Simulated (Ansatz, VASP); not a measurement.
CdS in VASP and in Ansatz

Contents of POSCAR:

```
CdS
1.0
    0.0000000000      2.7269062253      2.7269062253
    2.7269062253      0.0000000000      2.7269062253
    2.7269062253      2.7269062253      0.0000000000
Cd S
1 1
Direct
   -0.0042461853      0.0042461853      0.0042461853
    0.5148886675      0.4851113325      0.4851113325
```

The input INCAR.step1:

```
SYSTEM = CdS
PREC = Accurate
ENCUT = 520
ISMEAR = 0
SIGMA = 0.05
LREAL = .FALSE.
LASPH = .TRUE.
NELM = 80
NBANDS = 16
GGA = PE
ALGO = Normal
EDIFF = 1E-4
LWAVE = .TRUE.
LCHARG = .FALSE.
```

File INCAR.step2:

```
SYSTEM = CdS
PREC = Accurate
ENCUT = 520
EDIFF = 1E-7
ISMEAR = 0
SIGMA = 0.05
LREAL = .FALSE.
LASPH = .TRUE.
NELM = 80
ALGO = Normal
ISIF = 2
LWAVE = .FALSE.
LCHARG = .FALSE.
METAGGA = R2SCAN
LMIXTAU = .TRUE.
NBANDS = 16
ISTART = 1
```

KPOINTS

```
regular mesh
0
G
  8 8 8
  0 0 0
```

Input for Ansatz:

```yaml
crystal:
  lattice:
    - [0.0, 2.7269062253, 2.7269062253]
    - [2.7269062253, 0.0, 2.7269062253]
    - [2.7269062253, 2.7269062253, 0.0]
  atoms:
    - { symbol: Cd, position: [-0.0042461853, 0.0042461853, 0.0042461853] }
    - { symbol: S, position: [0.5148886675, 0.4851113325, 0.4851113325] }
basis:
  ecutwfc: 500
kpoints:
  mp_grid: { grid: [8, 8, 8] }
hamiltonian:
  xc: r2scan
scf:
  occupations: { method: gaussian, width: 0.05 }
output:
  forces: true
  stress: true
  eigenvalues: true
```

Change from the starting cell: mode 4 frozen in at -0.081 Å and mode 5 at +0.000 Å (largest displacements).

Alike in both runs: task single point; functional r2SCAN; k mesh 8 × 8 × 8; occupations gaussian, width 0.05 eV; no spin polarisation.

```csv
,VASP,Ansatz
version,VASP 6.6.1,Ansatz 0.2.0
potentials or method,"VASP PAW PBE potentials, release 64 (Cd, S), cutoff 520 eV","scalar-relativistic, plane waves, PAW"
valence electrons in the cell,18,26
```

Ansatz gave:

- gap on the k mesh at the Fermi level (eV): 0.78
- least direct gap on the mesh (eV): 2.37
- pressure (GPa): 0.3
- traceless stress, the component that is largest in VASP (GPa): 0.77
- rms of the force components (eV/Å): 0.117

**Question.** Which values does VASP return?

**Answer.** gap on the k mesh at the Fermi level (eV): 0.76; least direct gap on the mesh (eV): 2.34; pressure (GPa): 0.8; traceless stress, the component that is largest in VASP (GPa): 0.78; rms of the force components (eV/Å): 0.123.

VASP's potentials were made for PBE, not for r2SCAN. Atom by atom the forces differ by 0.006 eV/Å (rms over components). The functional is the same, so the differences come from potentials, cutoffs and numerics. VASP's potentials hold 18 valence electrons a cell and Ansatz's 26, so a difference there can come from the potentials and not from the codes.
